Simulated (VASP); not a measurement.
**B3As3H2: single point with PBE**

The system is B3As3H2, a wire with vacuum.

```
CELL_PARAMETERS angstrom
18.50000 0.00000 0.00000
0.00000 9.30000 0.00000
0.00000 0.00000 3.39248
ATOMIC_POSITIONS crystal
B 0.37550 0.50000 0.00000
B 0.53420 0.50000 0.50000
B 0.69266 0.50000 0.00000
As 0.32635 0.50000 0.50000
As 0.48188 0.50000 0.00000
As 0.64053 0.50000 0.50000
H 0.75719 0.50000 0.00000
H 0.24521 0.50000 0.50000
```

- Program: VASP 6.6.1
- Task: single point
- Functional: PBE
- Potentials or basis: VASP PAW PBE potentials, release 64 (B, As_d, H)
- Cutoff: 520 eV
- k mesh: 1 × 1 × 16
- Occupations: gaussian, width 0.05 eV
- Spin: no spin polarisation

```yaml
Largest_force: 0.045 eV/Å
Band_gap_on_the_k_mesh: 1.23 eV
```

Forces in eV/Å, atoms in the order of the input:
```
B   -0.005  0.000  0.000
B   -0.006  0.000  0.000
B   -0.035  0.000  0.000
As  -0.019  0.000  0.000
As   0.004  0.000  0.000
As   0.006  0.000  0.000
H    0.010  0.000  0.000
H    0.045  0.000  0.000
```

Levels at points of the mesh, in eV from the valence-band top:
| k point | band 25 | band 26 | band 27 | band 28 | band 29 | band 30 | band 31 | band 32 |
| --- | --- | --- | --- | --- | --- | --- | --- | --- |
| (0.00, 0.00, 0.00) | -2.50 | -2.09 | -1.62 | -1.38 | 2.54 | 2.83 | 3.41 | 3.51 |
| (0.00, 0.00, 0.50) | -3.66 | -0.89 | -0.78 | -0.07 | 1.25 | 1.95 | 2.06 | 3.13 |

Run time: 4.5 min on 1 thread of Intel(R) Xeon(R) Platinum 8559C (Emerald Rapids), on a shared host, peak memory 0.68 GiB.
